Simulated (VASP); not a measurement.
# Ir (I4/mmm) in VASP: a series of runs, part 2 of 2

VASP 6.6.1. The steps go on from the part before.

### Step 5. Single point, PBEsol (strain +0.040 along x and y, -0.040 along z)

Input file INCAR:

```
PREC = Accurate
ENCUT = 520
EDIFF = 1E-7
ISMEAR = 0
SIGMA = 0.15
LREAL = F
LASPH = T
NELM = 100
ALGO = Fast
ISIF = 2
LWAVE = F
LCHARG = T
GGA = PS
LELF = T
LVHAR = T
NBANDS = 10
```

Input file KPOINTS:

```
Automatic mesh
0
Gamma
  22 22 22
```

Input file POSCAR:

```
Ir
1.0
    0.0000000000      1.9964880000      1.8429120000
    1.9964880000      0.0000000000      1.8429120000
    1.9964880000      1.9964880000      0.0000000000
Ir
1
Direct
    0.0000000000      0.0000000000      0.0000000000
```

Potentials or basis: VASP PAW PBE potentials, release 64 (Ir).

Started as:

```bash
> cat potpaw_PBE.64/Ir/POTCAR > POTCAR
> mpirun -np 1 vasp_std > vasp.out
```

OUTCAR:

```text
PREC = Accurate
   ENCUT = 520
   EDIFF = 1E-7
   ISMEAR = 0
   LREAL = F
   LASPH = T
   NELM = 100
   ISIF = 2
   GGA = PS

 ion  position               nearest neighbor table
   1  0.000  0.000  0.000-

  LATTYP: Found a body centered tetragonal cell.
 ALAT       =     2.8234604067
 C/A-ratio  =     1.3054279037

  Lattice vectors:

 A1 = (   0.0000000000,  -1.9964880000,  -1.8429120000)
 A2 = (   0.0000000000,   1.9964880000,  -1.8429120000)
 A3 = (   1.9964880000,   0.0000000000,   1.8429120000)

Analysis of symmetry for initial positions (statically):
=====================================================================
 Subroutine PRICEL returns:
 Original cell was already a primitive cell.

 Routine SETGRP: Setting up the symmetry group for a
 body centered tetragonal supercell.

 Subroutine GETGRP returns: Found 16 space group operations
 (whereof 16 operations were pure point group operations)
 out of a pool of 16 trial point group operations.

The static configuration has the point symmetry D_4h.

Analysis of symmetry for dynamics (positions and initial velocities):
[... 158 lines left out ...]
 E-fermi :   9.5598     XC(G=0): -13.8791

 val. band max:        9.5591370921   @ k =  -0.2273   0.0909   0.0000
 cond. band min:       9.5742874477   @ k =  -0.1818   0.1364   0.0909
 fundamental gap:      0.0151503556
 Fermi energy:         9.5597921395

 k-point     1 :       0.0000    0.0000    0.0000
  band No.  band energies     occupation
      1      -1.1829      2.00000
      2       5.6548      2.00000
      3       5.6548      2.00000
      4       6.5845      2.00000
      5       7.8149      2.00000
      6       9.0366      2.00000
      7      24.1015      0.00000
      8      28.5463      0.00000
      9      28.5463      0.00000
     10      31.0835      0.00000
[... 287 lines left out ...]
 k-point    24 :      -0.4545    0.0455    0.0000
  band No.  band energies     occupation
      1       1.9379      2.00000
      2       5.3953      2.00000
      3       6.3042      2.00000
      4       8.3754      2.00000
      5      10.5683      0.00000
      6      10.5865      0.00000
      7      16.7414      0.00000
      8      23.6182      0.00000
      9      28.5250      0.00000
     10      29.6853      0.00000

 [... further k-points ...]
[... 5 lines left out ...]
  --------------------------------------------------------------------------------------
  -------------------------------------------------------------------------------------
  Total       -1.9987634     -1.9987634      0.3225987      0.0000000      0.0000000      0.0000000
  in kB     -217.9736310   -217.9736310     35.1807599      0.0000000      0.0000000      0.0000000
  external PRESSURE =    -133.5888340 kB  Pullay stress =       0.0000000 kB

 VOLUME and BASIS-vectors are now :
 -----------------------------------------------------------------------------
  energy-cutoff  :      520.00
  volume of cell :       14.69
      direct lattice vectors                 reciprocal lattice vectors
     0.000000000  1.996488000  1.842912000    -0.250439772  0.250439772  0.271309753
     1.996488000  0.000000000  1.842912000     0.250439772 -0.250439772  0.271309753
     1.996488000  1.996488000  0.000000000     0.250439772  0.250439772 -0.271309753

 POSITION                                       TOTAL-FORCE (eV/Angst)
 -----------------------------------------------------------------------------------
      0.00000      0.00000      0.00000         0.000000     -0.000000      0.000000
 -----------------------------------------------------------------------------------
    total drift:                                0.000000     -0.000000      0.000000

  FREE ENERGIE OF THE ION-ELECTRON SYSTEM (eV)
  ---------------------------------------------------
  free  energy   TOTEN  =        -9.7299433442 eV

  energy  without entropy=       -9.7171273405  energy(sigma->0) =       -9.72353534
```

OSZICAR:

```text
N       E                     dE             d eps       ncg     rms          rms(c)
DAV:   1     0.465446394087E+02    0.46545E+02   -0.43158E+03 16850   0.812E+02
DAV:   2    -0.946390724291E+01   -0.56009E+02   -0.53247E+02 17060   0.194E+02
DAV:   3    -0.103683482074E+02   -0.90444E+00   -0.90008E+00 19394   0.301E+01
[... 14 lines left out ...]
RMM:  18    -0.972994450103E+01    0.10116E-05   -0.33606E-07 16882   0.737E-03    0.207E-02
RMM:  19    -0.972994429479E+01    0.20624E-06   -0.50009E-08  9559   0.192E-03    0.196E-02
RMM:  20    -0.972994383570E+01    0.45909E-06   -0.12537E-07 10055   0.401E-03    0.136E-02
RMM:  21    -0.972994338730E+01    0.44840E-06   -0.46582E-07 17692   0.717E-03    0.374E-03
RMM:  22    -0.972994334422E+01    0.43075E-07   -0.27172E-08  9297   0.168E-03
   1 F= -.97299433E+01 E0= -.97235353E+01  d E =-.128160E-01
```

It took 2.3 min on 1 thread of Intel Xeon Platinum 8375C at 2.90GHz (Ice Lake), shared host; peak memory 0.25 GiB.

What came out:

* Free energy: -9.7299 eV
* Pressure: -13.4 GPa

Stress tensor (GPa, compression positive):
```
-21.80   0.00   0.00
  0.00 -21.80   0.00
  0.00   0.00   3.52
```

Levels at points of the mesh, in eV from the Fermi level:
| k point | band 1 | band 2 | band 3 | band 4 | band 5 | band 6 | band 7 | band 8 |
| --- | --- | --- | --- | --- | --- | --- | --- | --- |
| (0.00, 0.00, 0.00) | -10.74 | -3.90 | -3.90 | -2.98 | -1.74 | -0.52 | 14.54 | 18.99 |
| (0.50, 0.00, 0.00) | -7.70 | -4.24 | -3.16 | -0.66 | 0.57 | 1.18 | 6.95 | 13.83 |
| (0.50, 0.50, 0.00) | -7.39 | -6.99 | 0.82 | 1.46 | 1.46 | 2.86 | 10.57 | 10.57 |
| (0.50, 0.00, 0.50) | -7.51 | -6.83 | 0.79 | 0.92 | 1.17 | 1.80 | 9.34 | 11.65 |

Caveat: the cell differs from its parent crystal (strain +0.040 along x and y, -0.040 along z); the PAW data sets were made with another functional, which shifts forces and pressure a little; spin-orbit coupling is left out, which moves the levels of the heavy elements.

### Step 6. Single point, PBEsol (strain +0.080 along x and y, -0.080 along z)

Input file INCAR:

```
SYSTEM = Ir
PREC = Accurate ; ENCUT = 520
EDIFF = 1E-6 ; ISMEAR = 0
SIGMA = 0.15 ; LREAL = .False.
LASPH = .True. ; NELM = 60
ALGO = Fast ; ISIF = 2
LWAVE = .False. ; LCHARG = .True.
GGA = PS ; LELF = .True.
LVHAR = .True. ; NBANDS = 10
```

Input file KPOINTS:

```
regular mesh
0
Gamma
  22 22 22
  0 0 0
```

Input file POSCAR:

```
Ir
1.0
    0.0000000000      2.0732760000      1.7661240000
    2.0732760000      0.0000000000      1.7661240000
    2.0732760000      2.0732760000      0.0000000000
Ir
1
Direct
    0.0000000000      0.0000000000      0.0000000000
```

Potentials or basis: VASP PAW PBE potentials, release 64 (Ir).

Started as:

```bash
> cat potpaw_PBE.64/Ir/POTCAR > POTCAR
> mpirun -np 1 vasp_std > vasp.out
```

Wall time 82 s (1 thread of Intel Xeon Platinum 8375C at 2.90GHz (Ice Lake), shared host); peak memory 0.25 GiB.

The run converged. Its results:

```
Free energy : -9.5128 eV
Pressure    : -18.8 GPa
```

Stress tensor (GPa, compression positive):
```
-31.73   0.00   0.00
  0.00 -31.73   0.00
  0.00   0.00   7.10
```

Levels at points of the mesh, in eV from the Fermi level:
```tsv
k point	band 2	band 3	band 4	band 5	band 6	band 7
(0.00, 0.00, 0.00)	-3.78	-3.78	-2.24	-2.14	-0.15	14.98
(0.50, 0.00, 0.00)	-4.43	-2.32	-0.46	0.26	1.45	6.82
(0.50, 0.50, 0.00)	-6.67	0.86	1.43	1.43	4.15	9.57
(0.50, 0.00, 0.50)	-6.23	0.49	0.50	0.77	1.96	8.43
```

Caveat: the cell differs from its parent crystal (strain +0.080 along x and y, -0.080 along z); the PAW data sets were made with another functional, which shifts forces and pressure a little; spin-orbit coupling is left out, which moves the levels of the heavy elements.

### Step 7. The runs side by side

```tsv
cell	gap on the mesh (eV)	pressure (GPa)
a = 2.609, b = 2.609, c = 2.715 Å, angles 58.6, 58.6, 62.7°, 1 atom	none	39.2
a = 2.774, b = 2.774, c = 2.606 Å, angles 62.0, 62.0, 56.0°, 1 atom	none	3.8
a = 2.666, b = 2.666, c = 2.823 Å, angles 58.0, 58.0, 64.0°, 1 atom	none	3.3
a = 2.717, b = 2.717, c = 2.823 Å, angles 58.7, 58.7, 62.6°, 1 atom	none	-13.4
a = 2.724, b = 2.724, c = 2.932 Å, angles 57.4, 57.4, 65.1°, 1 atom	none	-18.8
```

Alike in all rows: task single point; level PBEsol; potentials or basis VASP PAW PBE potentials, release 64 (Ir); no spin polarisation; k mesh 22 × 22 × 22; cutoff (eV) 520; smearing gaussian 0.15 eV.

Caveats: the PAW data sets were made with another functional, which shifts forces and pressure a little; spin-orbit coupling is left out, which moves the levels of the heavy elements.

Absolute energies hang on the potentials; compare differences alone.
